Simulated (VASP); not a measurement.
Hf: single point with PBE

Hf:

```
CELL_PARAMETERS angstrom
-1.80500 1.80500 1.80500
1.80500 -1.80500 1.80500
1.80500 1.80500 -1.80500
ATOMIC_POSITIONS crystal
Hf 0.00000 0.00000 0.00000
```

This isn't the form of Hf at room conditions, which is hcp.

```json
{"Program": "VASP 6.6.1", "Task": "single point", "Functional": "PBE", "Potentials or basis": "VASP PAW PBE potentials, release 64 (Hf_pv)", "Cutoff": "500 eV", "k mesh": "10 × 10 × 10", "Occupations": "methfessel-paxton, width 0.3 eV", "Spin": "no spin polarisation", "Dipole correction": "no", "Further INCAR settings": "ALGO = Normal; EDIFF = 1e-06; NBANDS = 11"}
```

* Pressure: -5.2 GPa
* Band gap on the k mesh: zero (bands 5 and 6 overlap by 2.19 eV)

Levels at points of the mesh, in eV from the Fermi level:
```tsv
k point	band 1	band 2	band 3	band 4	band 5	band 6	band 7	band 8	band 9	band 10
(0.00, 0.00, 0.00)	-30.03	-30.03	-30.03	-6.87	1.49	1.49	1.49	4.12	4.12	13.05
(0.50, 0.00, 0.00)	-30.72	-30.26	-30.04	-3.22	-0.41	0.89	3.93	4.88	7.17	9.50
(0.50, 0.50, 0.50)	-30.52	-30.52	-30.52	-2.36	-2.36	6.40	6.40	6.40	6.84	6.84
```

It took 7.5 s on 1 thread of AMD EPYC 7R13 Processor (Zen 3), with other jobs on the host, peak memory 0.11 GiB.

Caveat: the cell stands under tension; spin-orbit coupling is left out, which moves the levels of the heavy elements.
